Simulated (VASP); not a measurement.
# SiC (P6_3mc) in VASP: a series of runs

SiC is run at these levels: LDA; tasks: relaxation of the atoms.

All numbers are computed with VASP 6.6.1; they aren't measurements. Logs are shortened: lines on timing, memory, paths and dates and some standing lists are left out, and cuts for length are marked.

## 1. The cell of the first run

The structure is hexagonal, space group P6_3mc (No. 186). The conventional cell has a = 2.845 Å, b = 2.845 Å, c = 4.861 Å, α = 90.00°, β = 90.00°, γ = 120.00°. Within 2.3 Å of Si (site symmetry 3m) lie 4 C at 1.75 to 1.83 Å. Within 2.3 Å of C (site symmetry 3m) lie 4 Si at 1.75 to 1.83 Å.

## 2. Relaxation of the atoms, LDA (8.52 Å³/atom)

File INCAR:

```
PREC     = Accurate       # precision mode
ENCUT    = 520            # plane-wave cutoff, eV
EDIFF    = 1E-6           # SCF threshold, eV
ISMEAR   = 0              # smearing method
SIGMA    = 0.05           # smearing width, eV
LREAL    = F              # projectors in reciprocal space
LASPH    = T              # aspherical terms in the spheres
NELM     = 100            # most SCF steps
ALGO     = Normal         # electronic algorithm
ISIF     = 2              # what is computed and relaxed
LWAVE    = F              # write WAVECAR
LCHARG   = F              # write CHGCAR
IBRION   = 2              # ionic algorithm
NSW      = 50             # ionic steps
EDIFFG   = -0.01          # ionic threshold
```

File KPOINTS:

```
Automatic mesh
0
Gamma
  12 12 6
```

File POSCAR:

```
SiC
1.0
    2.8454008313      0.0000000000      0.0000000000
   -1.4227004157      2.4641894039      0.0000000000
    0.0000000000      0.0000000000      4.8610827802
Si C
2 2
Direct
    0.3333333333      0.6666666667      0.0046041256
    0.6666666667      0.3333333333      0.5046041256
    0.3333333333      0.6666666667      0.3803958744
    0.6666666667      0.3333333333      0.8803958744
```

Potentials or basis: VASP PAW LDA potentials, release 64 (Si, C).

Launch:

```bash
> cat potpaw_LDA.64/Si/POTCAR potpaw_LDA.64/C/POTCAR > POTCAR
> mpirun -np 1 vasp_std > vasp.out
```

OUTCAR:

```text
PREC = Accurate
   ENCUT = 520
   EDIFF = 1E-6
   ISMEAR = 0
   LREAL = F
   LASPH = T
   NELM = 100
   ISIF = 2
   IBRION = 2
   NSW = 50
   EDIFFG = -0.01

 ion  position               nearest neighbor table
   1  0.333  0.667  0.005-   4 1.75   4 1.75   4 1.75   3 1.83   2 2.93   2 2.93   2 2.93   2 2.93
                             2 2.93   2 2.93
   2  0.667  0.333  0.505-   3 1.75   3 1.75   3 1.75   4 1.83   1 2.93   1 2.93   1 2.93   1 2.93
                             1 2.93   1 2.93
   3  0.333  0.667  0.380-   2 1.75   2 1.75   2 1.75   1 1.83
   4  0.667  0.333  0.880-   1 1.75   1 1.75   1 1.75   2 1.83

  LATTYP: Found a hexagonal cell.
 ALAT       =     2.8454008313
 C/A-ratio  =     1.7084000000

  Lattice vectors:

 A1 = (   2.8454008313,   0.0000000000,   0.0000000000)
 A2 = (  -1.4227004157,   2.4641894039,   0.0000000000)
 A3 = (   0.0000000000,   0.0000000000,   4.8610827802)

Analysis of symmetry for initial positions (statically):
=====================================================================
 Subroutine PRICEL returns:
 Original cell was already a primitive cell.

 Routine SETGRP: Setting up the symmetry group for a
 hexagonal supercell.

 Subroutine GETGRP returns: Found 12 space group operations
 (whereof  6 operations were pure point group operations)
 out of a pool of 24 trial point group operations.

The static configuration has the point symmetry C_3v.
 The point group associated with its full space group is C_6v.

Analysis of symmetry for dynamics (positions and initial velocities):
=====================================================================
 Subroutine PRICEL returns:
 Original cell was already a primitive cell.

 Routine SETGRP: Setting up the symmetry group for a
 hexagonal supercell.

 Subroutine GETGRP returns: Found 12 space group operations
 (whereof  6 operations were pure point group operations)
 out of a pool of 24 trial point group operations.

The dynamic configuration has the point symmetry C_3v.
 The point group associated with its full space group is C_6v.

 Subroutine INISYM returns: Found 12 space group operations
 (whereof  6 operations are pure point group operations),
 and found     1 'primitive' translations

----------------------------------------------------------------------------------------

                                     Primitive cell

  volume of cell :      34.0840

  direct lattice vectors                    reciprocal lattice vectors
     2.845400831  0.000000000  0.000000000     0.351444334  0.202906481  0.000000000
    -1.422700416  2.464189404  0.000000000     0.000000000  0.405812962  0.000000000
     0.000000000  0.000000000  4.861082780     0.000000000  0.000000000  0.205715485

  length of vectors
     2.845400831  2.845400831  4.861082780     0.405812962  0.405812962  0.205715485

  position of ions in fractional coordinates (direct lattice)
     0.333333333  0.666666667  0.004604126
     0.666666667  0.333333333  0.504604126
     0.333333333  0.666666667  0.380395874
     0.666666667  0.333333333  0.880395874

  ion indices of the primitive-cell ions
   primitive index   ion index
                 1           1
                 2           2
                 3           3
                 4           4

----------------------------------------------------------------------------------------

 KPOINTS: Automatic mesh

Automatic generation of k-mesh.
 Grid dimensions read from file:
 generate k-points for:   12   12    6

 Generating k-lattice:

  Cartesian coordinates                     Fractional coordinates (reciprocal lattice)
     0.029287028  0.016908873  0.000000000     0.083333333  0.000000000  0.000000000
     0.000000000  0.033817747  0.000000000     0.000000000  0.083333333  0.000000000
     0.000000000  0.000000000  0.034285914     0.000000000  0.000000000  0.166666667

  Length of vectors
     0.033817747  0.033817747  0.034285914

  Shift w.r.t. Gamma in fractional coordinates (k-lattice)
     0.000000000  0.000000000  0.000000000

 Subroutine IBZKPT returns following result:
 ===========================================

 Found     76 irreducible k-points:

 Following reciprocal coordinates:
            Coordinates               Weight
  0.000000  0.000000  0.000000      1.000000
  0.083333 -0.000000  0.000000      6.000000
  0.166667 -0.000000  0.000000      6.000000
  0.250000  0.000000  0.000000      6.000000
  0.333333 -0.000000  0.000000      6.000000
  0.416667 -0.000000  0.000000      6.000000
[... 16 lines left out ...]
  0.250000  0.000000  0.166667     12.000000
  0.333333 -0.000000  0.166667     12.000000
 [... further k-points ...]
   k-points           NKPTS =     76   k-points in BZ     NKDIM =     76   number of bands    NBANDS=     12
   number of dos      NEDOS =    301   number of ions     NIONS =      4
   total plane-waves  NPLWV =  20736
   dimension x,y,z NGX =    24 NGY =   24 NGZ =   36
   dimension x,y,z NGXF=    48 NGYF=   48 NGZF=   72
   ions per type =               2   2
   NGX,Y,Z   is equivalent  to a cutoff of  14.02, 14.02, 12.31 a.u.
   NGXF,Y,Z  is equivalent  to a cutoff of  28.04, 28.04, 24.62 a.u.
 SYSTEM =  unknown system
   PREC   = accura    normal or accurate (medium, high low for compatibility)
   ISTART =      0    job   : 0-new  1-cont  2-samecut
   ICHARG =      2    charge: 1-file 2-atom 10-const
   ISPIN  =      1    spin polarized calculation?
   LNONCOLLINEAR =      F non collinear calculations
   LSORBIT =      F    spin-orbit coupling
   LASPH  =      T    aspherical Exc in radial PAW
   ENCUT  =  520.0 eV  38.22 Ry    6.18 a.u.   5.29  5.29  9.04*2*pi/ulx,y,z
   NELM   =    100;   NELMIN=  2; NELMDL= -5     # of ELM steps
   EDIFF  = 0.1E-05   stopping-criterion for ELM
   LREAL  =      F    real-space projection
   EDIFFG = -.1E-01   stopping-criterion for IOM
   NSW    =     50    number of steps for IOM
   IBRION =      2    ionic relax: 0-MD 1-quasi-New 2-CG
   NFREE  =      1    steps in history (QN), initial steepest desc. (CG)
   ISIF   =      2    stress and relaxation
   ISYM   =      2    0-nonsym 1-usesym 2-fastsym
   POTIM  = 0.5000    time-step for ionic-motion
   TEBEG  =    0.0;   TEEND  =   0.0 temperature during run
   PSTRESS=    0.0 pullay stress
   NELECT =      16.0000    total number of electrons
   NUPDOWN=      -1.0000    fix difference up-down
   EMIN   =  10.00;   EMAX   =-10.00  energy-range for DOS
   EFERMI =   0.00;   METHOD = LEGACY
   ISMEAR =     0;   SIGMA  =   0.05  broadening in eV -4-tet -1-fermi 0-gaus
   EFERMI_NEDOS =   21; number of points for ismear=-14 and -15
   IALGO  =     38    algorithm
   IMIX   =      4    mixing-type and parameters
     AMIX     =   0.40;   BMIX     =  1.00
     AMIX_MAG =   1.60;   BMIX_MAG =  1.00
  volume/ion in A,a.u.               =       8.52        57.50
  Fermi-wavevector in a.u.,A,eV,Ry     =   1.272325  2.404345 22.025251  1.618810
  Thomas-Fermi vector in A             =   2.405209
   LORBIT       =      0    0 simple, 1 ext, 2 COOP (PROOUT), +10 PAW based schemes
   GGA     = CA    functional components
   LHFCALC =     F    Hartree Fock is set to
   AEXX    =    0.0000 exact exchange contribution
   IVDW    =     0    specifies the selected vdW correction
   LEPSILON=     F    determine dielectric tensor
   LRPA    =     F    only Hartree local field effects (RPA)
 conjugate gradient relaxation of ions
 non-spin polarized calculation
 Gauss-broadening in eV      SIGMA  =   0.05
  energy-cutoff  :      520.00
  volume of cell :       34.08
 maximum number of plane-waves:       932
 NGX is ok and might be reduce to    24
   NGX = 11   NGY = 11   NGZ = 19

--------------------------------------- Ionic step        1  -------------------------------------------

 number of electron      15.9999997 magnetization

 Free energy of the ion-electron system (eV)
  ---------------------------------------------------
  ext. energy  EPLUGINS =         0.00000000
  ---------------------------------------------------
  free energy    TOTEN  =       -32.15749649 eV

  energy without entropy =      -32.15749649  energy(sigma->0) =      -32.15749649

------------------------ aborting loop because EDIFF is reached ----------------------------------------

  FORCE on cell =-STRESS in cart. coord.  units (eV):
  Direction    XX          YY          ZZ          XY          YZ          ZX
  --------------------------------------------------------------------------------------
  -------------------------------------------------------------------------------------
  Total       14.8124632     14.8124632      7.0715245     -0.0000000      0.0000000      0.0000000
  in kB      696.2854356    696.2854356    332.4092333     -0.0000000      0.0000000      0.0000000
  external PRESSURE =     574.9933682 kB  Pullay stress =       0.0000000 kB
[... 61 lines left out ...]
  energy  without entropy=      -32.1152621794  energy(sigma->0) =      -32.11526218

--------------------------------------- Ionic step        3  -------------------------------------------

 number of electron      16.0000000 magnetization

 Free energy of the ion-electron system (eV)
  ---------------------------------------------------
  ext. energy  EPLUGINS =         0.00000000
  ---------------------------------------------------
  free energy    TOTEN  =       -32.18863176 eV

  energy without entropy =      -32.18863176  energy(sigma->0) =      -32.18863176

 E-fermi :  11.0475     XC(G=0): -12.4000

 val. band max:       10.7953685318   @ k =   0.0000   0.0000   0.0000
 cond. band min:      12.1017620651   @ k =   0.3333   0.3333   0.0000
 fundamental gap:      1.3063935333
 Fermi energy:        11.0475243717

 k-point     1 :       0.0000    0.0000    0.0000
  band No.  band energies     occupation
      1      -6.4988      2.00000
      2      -2.4218      2.00000
      3       0.4946      2.00000
      4       9.5889      2.00000
      5       9.5889      2.00000
      6      10.0208      2.00000
      7      10.7954      2.00000
      8      10.7954      2.00000
      9      17.6212      0.00000
     10      17.7861      0.00000
     11      18.8121      0.00000
     12      18.8121      0.00000
[... 331 lines left out ...]
 k-point    24 :       0.3333   -0.0000    0.1667
  band No.  band energies     occupation
      1      -4.1149      2.00000
      2      -1.1746      2.00000
      3       2.7410      2.00000
      4       4.0413      2.00000
      5       5.5405      2.00000
      6       7.7432      2.00000
      7       8.6268      2.00000
      8       9.5628      2.00000
      9      14.5223      0.00000
     10      15.2424      0.00000
     11      18.3438      0.00000
     12      19.4082      0.00000

 [... further k-points ...]

------------------------ aborting loop because EDIFF is reached ----------------------------------------

  FORCE on cell =-STRESS in cart. coord.  units (eV):
  Direction    XX          YY          ZZ          XY          YZ          ZX
  --------------------------------------------------------------------------------------
  -------------------------------------------------------------------------------------
  Total       13.9310831     13.9310831      8.2798010     -0.0000000      0.0000000      0.0000000
  in kB      654.8546394    654.8546394    389.2063550     -0.0000000      0.0000000      0.0000000
  external PRESSURE =     566.3052113 kB  Pullay stress =       0.0000000 kB
[... 19 lines left out ...]
  FREE ENERGIE OF THE ION-ELECTRON SYSTEM (eV)
  ---------------------------------------------------
  free  energy   TOTEN  =       -32.1886317639 eV

  energy  without entropy=      -32.1886317639  energy(sigma->0) =      -32.18863176

 reached required accuracy - stopping structural energy minimisation
```

It took 32 s on 1 thread of AMD EPYC 9R45 (Zen 5), shared host; peak memory 0.12 GiB.

Results:

```yaml
Free_energy: -32.1886 eV
Energy_gained_by_relaxing: 7.8 meV/atom
Ionic_steps: 3
Pressure_after_relaxing: 56.6 GPa
Band_gap_on_the_k_mesh: 1.31 eV (least direct gap 4.54 eV)
```

Stress tensor (GPa, compression positive):
```
65.49  0.00  0.00
 0.00 65.49  0.00
 0.00  0.00 38.92
```

The path:
| step | energy change (eV) | largest force (eV/Å) | pressure (GPa) |
| --- | --- | --- | --- |
| 1 | 0.0000 | 0.8764 | 57.50 |
| 2 | 0.0422 | 1.5226 | 56.24 |
| 3 | -0.0311 | 0.0008 | 56.63 |

Final structure:
```
CELL_PARAMETERS angstrom
2.84540 0.00000 0.00000
-1.42270 2.46419 0.00000
0.00000 0.00000 4.86108
ATOMIC_POSITIONS crystal
Si 0.33333 0.66667 0.00817
Si 0.66667 0.33333 0.50817
C 0.33333 0.66667 0.37683
C 0.66667 0.33333 0.87683
```

Levels at points of the mesh, in eV from the valence-band top:
| k point | band 6 | band 7 | band 8 | band 9 | band 10 | band 11 |
| --- | --- | --- | --- | --- | --- | --- |
| (0.00, 0.00, 0.00) | -0.77 | 0.00 | 0.00 | 6.83 | 6.99 | 8.02 |
| (0.50, 0.00, 0.00) | -4.19 | -3.59 | -1.36 | 3.18 | 3.71 | 7.69 |
| (0.00, 0.00, 0.50) | -0.64 | -0.64 | -0.64 | 7.76 | 7.76 | 8.56 |
| (0.50, 0.00, 0.50) | -3.01 | -2.67 | -2.67 | 3.18 | 3.18 | 5.82 |

A k mesh can miss the band edges. LDA gaps usually lie below the measured ones, often by a third to a half.

## 3. Relaxation of the atoms, LDA (9.33 Å³/atom)

This run uses another cell than the first one, of 9.33 Å³/atom.

File INCAR:

```
  PREC = Accurate
  ENCUT = 520
  EDIFF = 1E-6
  ISMEAR = 0
  SIGMA = 0.05
  LREAL = False
  LASPH = True
  NELM = 60
  ALGO = Normal
  ISIF = 2
  LWAVE = False
  LCHARG = False
  IBRION = 2
  NSW = 50
  EDIFFG = -0.01
```

File KPOINTS:

```
regular mesh
0
Gamma
  12 12 6
```

File POSCAR:

```
SiC
1.0
    3.0528587308      0.0000000000      0.0000000000
   -1.5264293654      2.6438532151      0.0000000000
    0.0000000000      0.0000000000      4.6247756914
Si C
2 2
Direct
    0.3333333333      0.6666666667      0.0046041256
    0.6666666667      0.3333333333      0.5046041256
    0.3333333333      0.6666666667      0.3803958744
    0.6666666667      0.3333333333      0.8803958744
```

Potentials or basis: VASP PAW LDA potentials, release 64 (Si, C).

Launch:

```bash
> cat potpaw_LDA.64/Si/POTCAR potpaw_LDA.64/C/POTCAR > POTCAR
> mpirun -np 1 vasp_std > vasp.out
```

Wall time 34 s (1 thread of AMD EPYC 9R45 (Zen 5), shared host); peak memory 0.12 GiB.

The run converged. Its results:

| Item | Value |
| --- | --- |
| Free energy | -32.7918 eV |
| Energy gained by relaxing | 26.0 meV/atom |
| Ionic steps | 3 |
| Pressure after relaxing | 22.4 GPa |
| Largest force after relaxing | 0.005 eV/Å |
| Band gap on the k mesh | 1.58 eV (least direct gap 3.38 eV) |

Forces on the atoms (eV/Å):
```
Si   0.000  0.000  0.005
Si   0.000  0.000  0.005
C    0.000  0.000 -0.005
C    0.000  0.000 -0.005
```

Stress tensor (GPa, compression positive):
```
 8.90  0.00  0.00
 0.00  8.90  0.00
 0.00  0.00 49.40
```

The path:
```tsv
step	energy change (eV)	largest force (eV/Å)	pressure (GPa)
1	0.0000	1.6995	24.96
2	0.0758	1.6296	20.73
3	-0.1039	0.0049	22.40
```

Final structure:
```cif
data_structure
_symmetry_space_group_name_H-M 'P 1'
_symmetry_Int_Tables_number 1
_cell_length_a 3.0529
_cell_length_b 3.0529
_cell_length_c 4.6248
_cell_angle_alpha 90.000
_cell_angle_beta 90.000
_cell_angle_gamma 120.000
_cell_volume 37.33
loop_
_atom_site_label
_atom_site_type_symbol
_atom_site_fract_x
_atom_site_fract_y
_atom_site_fract_z
_atom_site_occupancy
Si1 Si 0.33333 0.66667 0.99759 1
Si2 Si 0.66667 0.33333 0.49759 1
C1 C 0.33333 0.66667 0.38741 1
C2 C 0.66667 0.33333 0.88741 1
```

Levels at points of the mesh, in eV from the valence-band top:
| k point | band 5 | band 6 | band 7 | band 8 | band 9 | band 10 | band 11 | band 12 |
| --- | --- | --- | --- | --- | --- | --- | --- | --- |
| (0.00, 0.00, 0.00) | -2.58 | -0.81 | -0.81 | 0.00 | 3.71 | 5.88 | 5.88 | 7.04 |
| (0.50, 0.00, 0.00) | -6.28 | -4.65 | -4.03 | -1.80 | 1.58 | 4.39 | 6.78 | 6.87 |
| (0.00, 0.00, 0.50) | -1.77 | -1.77 | -1.77 | -1.77 | 5.18 | 5.18 | 6.55 | 6.55 |
| (0.50, 0.00, 0.50) | -3.52 | -3.52 | -2.44 | -2.44 | 2.98 | 2.98 | 5.42 | 5.42 |

A k mesh can miss the band edges.
